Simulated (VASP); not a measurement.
A run of VASP 6.6.1:

POSCAR

```
LiF
1.0
    0.0000000000      1.9948691812      1.9948691812
    1.9948691812      0.0000000000      1.9948691812
    1.9948691812      1.9948691812      0.0000000000
Li F
1 1
Direct
    0.0000000000      0.0000000000      0.0000000000
    0.5000000000      0.5000000000      0.5000000000
```

The input INCAR.step1:

```
ALGO = Normal
EDIFF = 1E-5
ENCUT = 830
GGA = PE
GGA_COMPAT = False
ISMEAR = 0
LASPH = True
LCHARG = False
LREAL = False
LWAVE = True
NBANDS = 12
NELM = 120
PREC = Accurate
SIGMA = 0.01
```

The input INCAR.step2:

```
ALGO = Normal
EDIFF = 1E-6
ENCUT = 830
GGA_COMPAT = False
ISIF = 2
ISMEAR = 0
ISTART = 1
LASPH = True
LCHARG = True
LELF = True
LMIXTAU = True
LREAL = False
LVHAR = True
LWAVE = False
METAGGA = R2SCAN
NBANDS = 12
NELM = 120
PREC = Accurate
SIGMA = 0.01
```

KPOINTS

```
k-points
0
Gamma
  10 10 10
```

Potentials or basis: VASP PAW PBE potentials, release 64 (Li_sv, F).

Launch:

```bash
$ cat potpaw_PBE.64/Li_sv/POTCAR potpaw_PBE.64/F/POTCAR > POTCAR
$ cp INCAR.step1 INCAR
$ mpirun -np 1 vasp_std > vasp.out
$ cp INCAR.step2 INCAR
$ mpirun -np 1 vasp_std > vasp.out
```

Hardware: 1 thread of Oxide Virtual Turin-like Processor, on a shared host.

Task: How long does it take, and how much memory?

Result: It took 110 s on 1 thread of Oxide Virtual Turin-like Processor (shared host), peak memory 0.13 GiB. Counts: k points 47.
